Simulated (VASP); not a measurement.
Input of a VASP 6.6.1 run:

POSCAR

```
SiC
1.0
    0.0000000000      2.2325036536      2.1419434071
    2.2325036536      0.0000000000      2.1419434071
    2.2325036536      2.2325036536      0.0000000000
Si C
1 1
Direct
    0.0000000000      0.0000000000      0.0000000000
    0.2500000000      0.2500000000      0.2500000000
```

INCAR.step1

```
ALGO = Normal ; EDIFF = 1E-8
ENCUT = 500 ; GGA = PE
ISMEAR = 0 ; LASPH = T
LCHARG = F ; LREAL = F
LWAVE = T ; NELM = 100
PREC = Accurate ; SIGMA = 0.01
```

File INCAR.step2:

```
ALGO = Exact ; EDIFF = 1E-8
ENCUT = 500 ; GGA = PE
ISMEAR = 0 ; ISTART = 1
LASPH = T ; LCHARG = F
LOPTICS = T ; LREAL = F
LWAVE = T ; NBANDS = 93
NELM = 1 ; PREC = Accurate
SIGMA = 0.01
```

Contents of INCAR.step3:

```
ALGO = EVGW0 ; EDIFF = 1E-8
ENCUT = 500 ; ENCUTGW = 150.0
GGA = PE ; ISMEAR = 0
ISTART = 1 ; LASPH = T
LCHARG = F ; LREAL = F
LWAVE = F ; NBANDS = 93
NBANDSGW = 12 ; NELMGW = 1
NOMEGA = 96 ; OMEGAMAX = 20
PREC = Accurate ; PRECFOCK = Fast
SIGMA = 0.01
```

KPOINTS

```
k-points
0
Gamma
  6 6 6
```

Potentials or basis: VASP PAW PBE potentials, release 64 (Si_GW, C_GW).

Command:

```bash
$ cat potpaw_PBE.64/Si_GW/POTCAR potpaw_PBE.64/C_GW/POTCAR > POTCAR
$ cp INCAR.step1 INCAR
$ mpirun -np 1 vasp_std > vasp.out
$ cp INCAR.step2 INCAR
$ mpirun -np 1 vasp_std > vasp.out
$ cp INCAR.step3 INCAR
$ mpirun -np 1 vasp_std > vasp.out
```

Estimate the quasiparticle gap.

1.74 eV.

Estimate the least direct quasiparticle gap.

5.46 eV.

Predict the least direct gap of the starting levels on the mesh.

4.46 eV.

What does it give for the band gap of the starting levels on the mesh?

0.97 eV.

Caveat: the k points lie up to 0.41 Å⁻¹ apart; bands, screening cutoff and mesh are small and nothing is extrapolated, so the quasiparticle values aren't converged.
